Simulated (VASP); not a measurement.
# Si (P-4m2) in VASP: further runs

Runs on Si. Level: LDA. Tasks: single point.

Everything below comes from runs of VASP 6.6.1. Logs are shortened: lines on timing, memory, paths and dates and some standing lists are left out, and cuts for length are marked.

### Step 1. The cell of the first run

Symmetry: P-4m2, No. 115, tetragonal system. Conventional cell: a = 3.820 Å, b = 3.820 Å, c = 5.527 Å, α = 90.00°, β = 90.00°, γ = 90.00°. Within 3.0 Å of Si (site symmetry 2mm) lie 4 Si at 2.30 to 2.42 Å. Si (site symmetry -4m2) has 4 Si at 2.42 Å within 3.2 Å. Within 3.0 Å of Si (site symmetry -4m2) lie 4 Si at 2.30 Å.

### Step 2. Single point, LDA (mode 6 frozen in at -0.099 Å, normal strain along x +0.0233)

File INCAR:

```
PREC = Accurate ; ENCUT = 520
EDIFF = 1E-6 ; ISMEAR = 0
SIGMA = 0.05 ; LREAL = False
LASPH = True ; NELM = 80
ALGO = Normal ; ISIF = 2
LWAVE = False ; LCHARG = False
NBANDS = 16
```

File KPOINTS:

```
regular mesh
0
Gamma
  10 10 6
```

File POSCAR:

```
Si
1.0
    0.0000000000     -2.7007989451     -2.7007989451
    0.0000000000      2.7007989451     -2.7007989451
    5.5274551210      0.0000000000      0.0000000000
Si
4
Direct
    0.5000000000      0.5000000000     -0.0183279100
    0.0000000000      0.0000000000      0.5183279100
    0.0000000000      0.5000000000      0.2500000000
    0.5000000000      0.0000000000      0.7500000000
```

Potentials or basis: VASP PAW LDA potentials, release 64 (Si).

Run with:

```sh
cat potpaw_LDA.64/Si/POTCAR > POTCAR
mpirun -np 1 vasp_std > vasp.out
```

OUTCAR:

```text
PREC = Accurate
   ENCUT = 520
   EDIFF = 1E-6
   ISMEAR = 0
   LREAL = False
   LASPH = True
   NELM = 80
   ISIF = 2

 ion  position               nearest neighbor table
   1  0.500  0.500  0.982-   4 2.30   4 2.30   3 2.42   3 2.42
   2  0.000  0.000  0.518-   4 2.30   4 2.30   3 2.42   3 2.42
   3  0.000  0.500  0.250-   1 2.42   2 2.42   2 2.42   1 2.42
   4  0.500  0.000  0.750-   1 2.30   2 2.30   1 2.30   2 2.30

  LATTYP: Found a simple tetragonal cell.
 ALAT       =     3.8195064974
 C/A-ratio  =     1.4471647384

  Lattice vectors:

 A1 = (   0.0000000000,  -2.7007989451,  -2.7007989451)
 A2 = (   0.0000000000,   2.7007989451,  -2.7007989451)
 A3 = (   5.5274551210,   0.0000000000,   0.0000000000)

Analysis of symmetry for initial positions (statically):
=====================================================================
 Subroutine PRICEL returns:
 Original cell was already a primitive cell.

 Routine SETGRP: Setting up the symmetry group for a
 simple tetragonal supercell.

 Subroutine GETGRP returns: Found  8 space group operations
 (whereof  4 operations were pure point group operations)
 out of a pool of 16 trial point group operations.

The static configuration has the point symmetry C_2v.
 The point group associated with its full space group is D_2d.

Analysis of symmetry for dynamics (positions and initial velocities):
=====================================================================
 Subroutine PRICEL returns:
 Original cell was already a primitive cell.

 Routine SETGRP: Setting up the symmetry group for a
 simple tetragonal supercell.

 Subroutine GETGRP returns: Found  8 space group operations
 (whereof  4 operations were pure point group operations)
 out of a pool of 16 trial point group operations.

The dynamic configuration has the point symmetry C_2v.
 The point group associated with its full space group is D_2d.

 Subroutine INISYM returns: Found  8 space group operations
 (whereof  4 operations are pure point group operations),
 and found     1 'primitive' translations

----------------------------------------------------------------------------------------

                                     Primitive cell

  volume of cell :      80.6380

  direct lattice vectors                    reciprocal lattice vectors
     0.000000000 -2.700798945 -2.700798945     0.000000000 -0.185130404 -0.185130404
     0.000000000  2.700798945 -2.700798945     0.000000000  0.185130404 -0.185130404
     5.527455121  0.000000000  0.000000000     0.180915083  0.000000000  0.000000000

  length of vectors
     3.819506497  3.819506497  5.527455121     0.261813928  0.261813928  0.180915083

  position of ions in fractional coordinates (direct lattice)
     0.500000000  0.500000000  0.981672090
     0.000000000  0.000000000  0.518327910
     0.000000000  0.500000000  0.250000000
     0.500000000  0.000000000  0.750000000

  ion indices of the primitive-cell ions
   primitive index   ion index
                 1           1
                 2           2
                 3           3
                 4           4

----------------------------------------------------------------------------------------

 KPOINTS: regular mesh

Automatic generation of k-mesh.
 Grid dimensions read from file:
 generate k-points for:   10   10    6

 Generating k-lattice:

  Cartesian coordinates                     Fractional coordinates (reciprocal lattice)
     0.000000000 -0.018513040 -0.018513040     0.100000000  0.000000000  0.000000000
     0.000000000  0.018513040 -0.018513040     0.000000000  0.100000000  0.000000000
     0.030152514  0.000000000  0.000000000     0.000000000  0.000000000  0.166666667

  Length of vectors
     0.026181393  0.026181393  0.030152514

  Shift w.r.t. Gamma in fractional coordinates (k-lattice)
     0.000000000  0.000000000  0.000000000

 Subroutine IBZKPT returns following result:
 ===========================================

 Found     84 irreducible k-points:

 Following reciprocal coordinates:
            Coordinates               Weight
  0.000000  0.000000  0.000000      1.000000
  0.100000  0.000000  0.000000      4.000000
  0.200000  0.000000  0.000000      4.000000
  0.300000  0.000000  0.000000      4.000000
  0.400000  0.000000  0.000000      4.000000
  0.500000  0.000000  0.000000      2.000000
[... 16 lines left out ...]
  0.100000  0.000000  0.166667      8.000000
  0.200000  0.000000  0.166667      8.000000
 [... further k-points ...]
   k-points           NKPTS =     84   k-points in BZ     NKDIM =     84   number of bands    NBANDS=     16
   number of dos      NEDOS =    301   number of ions     NIONS =      4
   total plane-waves  NPLWV =  32928
   dimension x,y,z NGX =    28 NGY =   28 NGZ =   42
   dimension x,y,z NGXF=    56 NGYF=   56 NGZF=   84
   ions per type =               4
   NGX,Y,Z   is equivalent  to a cutoff of  12.19, 12.19, 12.63 a.u.
   NGXF,Y,Z  is equivalent  to a cutoff of  24.37, 24.37, 25.26 a.u.
 SYSTEM =  unknown system
   PREC   = accura    normal or accurate (medium, high low for compatibility)
   ISTART =      0    job   : 0-new  1-cont  2-samecut
   ICHARG =      2    charge: 1-file 2-atom 10-const
   ISPIN  =      1    spin polarized calculation?
   LNONCOLLINEAR =      F non collinear calculations
   LSORBIT =      F    spin-orbit coupling
   LASPH  =      T    aspherical Exc in radial PAW
   ENCUT  =  520.0 eV  38.22 Ry    6.18 a.u.   7.10  7.10 10.28*2*pi/ulx,y,z
   NELM   =     80;   NELMIN=  2; NELMDL= -5     # of ELM steps
   EDIFF  = 0.1E-05   stopping-criterion for ELM
   LREAL  =      F    real-space projection
   EDIFFG = 0.1E-04   stopping-criterion for IOM
   NSW    =      0    number of steps for IOM
   IBRION =     -1    ionic relax: 0-MD 1-quasi-New 2-CG
   NFREE  =      0    steps in history (QN), initial steepest desc. (CG)
   ISIF   =      2    stress and relaxation
   ISYM   =      2    0-nonsym 1-usesym 2-fastsym
   POTIM  = 0.5000    time-step for ionic-motion
   TEBEG  =    0.0;   TEEND  =   0.0 temperature during run
   PSTRESS=    0.0 pullay stress
   NELECT =      16.0000    total number of electrons
   NUPDOWN=      -1.0000    fix difference up-down
   EMIN   =  10.00;   EMAX   =-10.00  energy-range for DOS
   EFERMI =   0.00;   METHOD = LEGACY
   ISMEAR =     0;   SIGMA  =   0.05  broadening in eV -4-tet -1-fermi 0-gaus
   EFERMI_NEDOS =   21; number of points for ismear=-14 and -15
   IALGO  =     38    algorithm
   IMIX   =      4    mixing-type and parameters
     AMIX     =   0.40;   BMIX     =  1.00
     AMIX_MAG =   1.60;   BMIX_MAG =  1.00
  volume/ion in A,a.u.               =      20.16       136.04
  Fermi-wavevector in a.u.,A,eV,Ry     =   0.954849  1.804404 12.404942  0.911738
  Thomas-Fermi vector in A             =   2.083634
   LORBIT       =      0    0 simple, 1 ext, 2 COOP (PROOUT), +10 PAW based schemes
   GGA     = CA    functional components
   LHFCALC =     F    Hartree Fock is set to
   AEXX    =    0.0000 exact exchange contribution
   IVDW    =     0    specifies the selected vdW correction
   LEPSILON=     F    determine dielectric tensor
   LRPA    =     F    only Hartree local field effects (RPA)
 non-spin polarized calculation
 Gauss-broadening in eV      SIGMA  =   0.05
  energy-cutoff  :      520.00
  volume of cell :       80.64
 maximum number of plane-waves:      2204
   NGX = 15   NGY = 15   NGZ = 21

 number of electron      16.0000000 magnetization

 Free energy of the ion-electron system (eV)
  ---------------------------------------------------
  ext. energy  EPLUGINS =         0.00000000
  ---------------------------------------------------
  free energy    TOTEN  =       -23.64908620 eV

  energy without entropy =      -23.64891723  energy(sigma->0) =      -23.64900172

 E-fermi :   5.8275     XC(G=0):  -9.5801

 val. band max:        5.8090795559   @ k =   0.0000   0.0000   0.0000
 cond. band min:       6.0691776969   @ k =   0.4000   0.4000   0.0000
 fundamental gap:      0.2600981410
 Fermi energy:         5.8275417183

 k-point     1 :       0.0000    0.0000    0.0000
  band No.  band energies     occupation
      1      -6.2628      2.00000
      2      -2.1675      2.00000
      3      -2.1523      2.00000
      4       2.8947      2.00000
      5       2.8947      2.00000
      6       5.5173      2.00000
[... 8 lines left out ...]
     15      13.1847      0.00000
     16      13.3369      0.00000

 k-point     2 :       0.1000    0.0000    0.0000
  band No.  band energies     occupation
      1      -6.1749      2.00000
      2      -2.1917      2.00000
      3      -2.0644      2.00000
      4       2.3742      2.00000
      5       2.9635      2.00000
      6       5.0349      2.00000
[... 8 lines left out ...]
     15      13.0715      0.00000
     16      13.1469      0.00000

 k-point     3 :       0.2000    0.0000    0.0000
  band No.  band energies     occupation
      1      -5.9136      2.00000
      2      -2.3479      2.00000
      3      -1.7804      2.00000
      4       1.5798      2.00000
      5       3.1648      2.00000
      6       3.7206      2.00000
[... 8 lines left out ...]
     15      12.3023      0.00000
     16      13.3071      0.00000

 k-point     4 :       0.3000    0.0000    0.0000
  band No.  band energies     occupation
      1      -5.4875      2.00000
      2      -2.7594      2.00000
      3      -1.3091      2.00000
      4       1.1623      2.00000
      5       2.4421      2.00000
      6       3.4805      2.00000
[... 8 lines left out ...]
     15      11.7618      0.00000
     16      12.6166      0.00000

 k-point     5 :       0.4000    0.0000    0.0000
  band No.  band energies     occupation
      1      -4.9191      2.00000
      2      -3.4122      2.00000
      3      -0.6558      2.00000
      4       1.0202      2.00000
      5       1.5280      2.00000
      6       2.6559      2.00000
[... 8 lines left out ...]
     15      11.6915      0.00000
     16      11.9154      0.00000

 k-point     6 :       0.5000    0.0000    0.0000
  band No.  band energies     occupation
      1      -4.3943      2.00000
      2      -3.9874      2.00000
      3       0.1254      2.00000
      4       0.2104      2.00000
      5       1.7409      2.00000
      6       2.0511      2.00000
[... 8 lines left out ...]
     15      11.3658      0.00000
     16      11.9651      0.00000

 k-point     7 :       0.1000    0.1000    0.0000
  band No.  band energies     occupation
      1      -6.0869      2.00000
      2      -2.1050      2.00000
      3      -2.0876      2.00000
      4       2.4432      2.00000
      5       2.4467      2.00000
      6       4.8416      2.00000
[... 8 lines left out ...]
     15      12.4507      0.00000
     16      13.4737      0.00000

 k-point     8 :       0.2000    0.1000    0.0000
  band No.  band energies     occupation
      1      -5.8255      2.00000
      2      -2.2540      2.00000
      3      -1.8123      2.00000
      4       1.6520      2.00000
      5       2.6510      2.00000
      6       3.6589      2.00000
[... 8 lines left out ...]
     15      12.2565      0.00000
     16      12.7471      0.00000

 k-point     9 :       0.3000    0.1000    0.0000
  band No.  band energies     occupation
      1      -5.3993      2.00000
      2      -2.6673      2.00000
      3      -1.3420      2.00000
      4       1.2318      2.00000
      5       2.3942      2.00000
      6       2.9851      2.00000
[... 8 lines left out ...]
     15      11.6326      0.00000
     16      11.9421      0.00000
[... 172 lines left out ...]
 k-point    19 :       0.4000    0.4000    0.0000
  band No.  band energies     occupation
      1      -3.5541      2.00000
      2      -2.0358      2.00000
      3      -1.9937      2.00000
      4      -0.4287      2.00000
      5       2.3279      2.00000
      6       2.4170      2.00000
[... 8 lines left out ...]
     15      14.2583      0.00000
     16      14.5950      0.00000

 k-point    20 :       0.5000    0.4000    0.0000
  band No.  band energies     occupation
      1      -2.9949      2.00000
      2      -2.6379      2.00000
      3      -1.3890      2.00000
      4      -1.1383      2.00000
      5       2.5673      2.00000
      6       2.6724      2.00000
[... 8 lines left out ...]
     15      14.8943      0.00000
     16      14.9255      0.00000

 k-point    21 :       0.5000    0.5000    0.0000
  band No.  band energies     occupation
      1      -2.3856      2.00000
      2      -2.0862      2.00000
      3      -2.0862      2.00000
      4      -1.7438      2.00000
      5       2.6676      2.00000
      6       2.8331      2.00000
[... 8 lines left out ...]
     15      15.5121      0.00000
     16      15.8542      0.00000

 k-point    22 :       0.0000    0.0000    0.1667
  band No.  band energies     occupation
      1      -6.1520      2.00000
      2      -3.3280      2.00000
      3      -0.8389      2.00000
      4       2.9895      2.00000
      5       2.9895      2.00000
      6       4.8647      2.00000
[... 8 lines left out ...]
     15      12.3431      0.00000
     16      13.6765      0.00000

 k-point    23 :       0.1000    0.0000    0.1667
  band No.  band energies     occupation
      1      -6.0648      2.00000
      2      -3.2712      2.00000
      3      -0.8569      2.00000
      4       2.4960      2.00000
      5       3.0567      2.00000
      6       4.1742      2.00000
[... 8 lines left out ...]
     15      12.4200      0.00000
     16      13.1933      0.00000

 k-point    24 :       0.2000    0.0000    0.1667
  band No.  band energies     occupation
      1      -5.8061      2.00000
      2      -3.1395      2.00000
      3      -0.9629      2.00000
      4       1.7928      2.00000
      5       2.9814      2.00000
      6       3.2525      2.00000
[... 8 lines left out ...]
     15      12.4083      0.00000
     16      12.6048      0.00000

 [... further k-points ...]
[... 5 lines left out ...]
  --------------------------------------------------------------------------------------
  -------------------------------------------------------------------------------------
  Total       -1.8594473     -0.2865695     -0.2865695      0.0000000     -0.0000000      0.0000000
  in kB      -36.9449192     -5.6937822     -5.6937822      0.0000000     -0.0000000      0.0000000
  external PRESSURE =     -16.1108278 kB  Pullay stress =       0.0000000 kB

 VOLUME and BASIS-vectors are now :
 -----------------------------------------------------------------------------
  energy-cutoff  :      520.00
  volume of cell :       80.64
      direct lattice vectors                 reciprocal lattice vectors
     0.000000000 -2.700798945 -2.700798945     0.000000000 -0.185130404 -0.185130404
     0.000000000  2.700798945 -2.700798945     0.000000000  0.185130404 -0.185130404
     5.527455121  0.000000000  0.000000000     0.180915083  0.000000000  0.000000000

 POSITION                                       TOTAL-FORCE (eV/Angst)
 -----------------------------------------------------------------------------------
      5.42615      0.00000     -2.70080         1.660557     -0.000000     -0.000000
      2.86503      0.00000      0.00000        -1.660557      0.000000      0.000000
      1.38186      1.35040     -1.35040         0.000000      0.000000     -0.000000
      4.14559     -1.35040     -1.35040         0.000000      0.000000     -0.000000
 -----------------------------------------------------------------------------------
    total drift:                               -0.000000      0.000000     -0.000000

  FREE ENERGIE OF THE ION-ELECTRON SYSTEM (eV)
  ---------------------------------------------------
  free  energy   TOTEN  =       -23.6490862050 eV

  energy  without entropy=      -23.6489172310  energy(sigma->0) =      -23.64900172
```

Run time: 44 s. Hardware: 1 thread of AMD EPYC 9R45 (Zen 5), shared host; peak memory 0.16 GiB.

What came out:

```
Free energy            : -23.6491 eV
Pressure               : -1.6 GPa
Largest force          : 1.661 eV/Å
Band gap on the k mesh : zero (band 8 reaches 5.81 eV, above the bottom of band 9 at 5.78 eV)
```

Forces on the atoms (eV/Å):
```
Si   1.661  0.000  0.000
Si  -1.661  0.000  0.000
Si   0.000  0.000  0.000
Si   0.000  0.000  0.000
```

Stress tensor (GPa, compression positive):
```
-3.69  0.00  0.00
 0.00 -0.57  0.00
 0.00  0.00 -0.57
```

Levels at points of the mesh, in eV from the Fermi level:
| k point | band 4 | band 5 | band 6 | band 7 | band 8 | band 9 | band 10 | band 11 | band 12 | band 13 |
| --- | --- | --- | --- | --- | --- | --- | --- | --- | --- | --- |
| (0.00, 0.00, 0.00) | -2.93 | -2.93 | -0.31 | -0.02 | -0.02 | 0.58 | 0.60 | 2.38 | 2.38 | 2.54 |
| (0.50, 0.00, 0.00) | -5.62 | -4.09 | -3.78 | -1.72 | -0.98 | 2.04 | 2.65 | 4.47 | 4.68 | 4.69 |
| (0.50, 0.50, 0.00) | -7.57 | -3.16 | -2.99 | -2.99 | -2.85 | -0.04 | 0.43 | 0.43 | 0.88 | 9.33 |
| (0.00, 0.00, 0.50) | -3.64 | -2.35 | -2.35 | -1.51 | -1.51 | 0.81 | 1.13 | 2.81 | 3.10 | 5.31 |
| (0.50, 0.00, 0.50) | -6.91 | -1.63 | -1.44 | -1.37 | -0.82 | 1.15 | 1.29 | 2.82 | 3.03 | 3.41 |
| (0.50, 0.50, 0.50) | -7.37 | -4.03 | -3.94 | -3.94 | -3.93 | 3.59 | 3.90 | 3.90 | 4.17 | 4.34 |

Caveat: the cell differs from its parent crystal (mode 6 frozen in at -0.099 Å, normal strain along x +0.0233); forces of over 1 eV/Å act on the atoms, so gaps and moduli don't describe the material at rest.

### Step 3. Single point, LDA (mode 6 frozen in at -0.132 Å, normal strain along x +0.0467)

File INCAR:

```
PREC = Accurate
ENCUT = 520
EDIFF = 1E-7
ISMEAR = 0
SIGMA = 0.05
LREAL = F
LASPH = T
NELM = 100
ALGO = Normal
ISIF = 2
LWAVE = F
LCHARG = T
LELF = T
LVHAR = T
NBANDS = 16
```

KPOINTS is that of step 2.

File POSCAR:

```
Si
1.0
    0.0000000000     -2.7007989451     -2.7007989451
    0.0000000000      2.7007989451     -2.7007989451
    5.6538525117      0.0000000000      0.0000000000
Si
4
Direct
    0.5000000000      0.5000000000     -0.0244372133
    0.0000000000      0.0000000000      0.5244372133
    0.0000000000      0.5000000000      0.2500000000
    0.5000000000      0.0000000000      0.7500000000
```

Potentials or basis: VASP PAW LDA potentials, release 64 (Si).

Run with:

```sh
cat potpaw_LDA.64/Si/POTCAR > POTCAR
mpirun -np 1 vasp_std > vasp.out
```

It took 47 s on 1 thread of AMD EPYC 9R45 (Zen 5), shared host; peak memory 0.16 GiB.

Results (log left out):

```
Free energy            : -23.4564 eV
Pressure               : -3.1 GPa
Largest force          : 2.142 eV/Å
Band gap on the k mesh : zero (band 8 reaches 5.68 eV, above the bottom of band 9 at 5.37 eV)
```

Forces in eV/Å, atoms in the order of the input:
```
Si   2.142  0.000  0.000
Si  -2.142  0.000  0.000
Si   0.000  0.000  0.000
Si   0.000  0.000  0.000
```

Stress tensor (GPa, compression positive):
```
-7.05  0.00  0.00
 0.00 -1.19  0.00
 0.00  0.00 -1.19
```

Levels at points of the mesh, in eV from the Fermi level:
```csv
k point,band 6,band 7,band 8,band 9,band 10,band 11
"(0.00, 0.00, 0.00)",-0.51,0.01,0.01,0.64,0.64,2.28
"(0.50, 0.00, 0.00)",-3.76,-1.80,-0.80,1.96,2.77,4.29
"(0.50, 0.50, 0.00)",-3.04,-3.04,-2.84,-0.30,0.34,0.34
"(0.00, 0.00, 0.50)",-2.45,-1.32,-1.32,0.76,1.18,2.74
"(0.50, 0.00, 0.50)",-1.59,-1.50,-0.64,0.86,1.14,2.60
"(0.50, 0.50, 0.50)",-3.92,-3.89,-3.89,3.25,3.68,3.68
```

Caveat: the cell differs from its parent crystal (mode 6 frozen in at -0.132 Å, normal strain along x +0.0467); forces of over 1 eV/Å act on the atoms, so gaps and moduli don't describe the material at rest.

(Continued in part 2 of 2.)
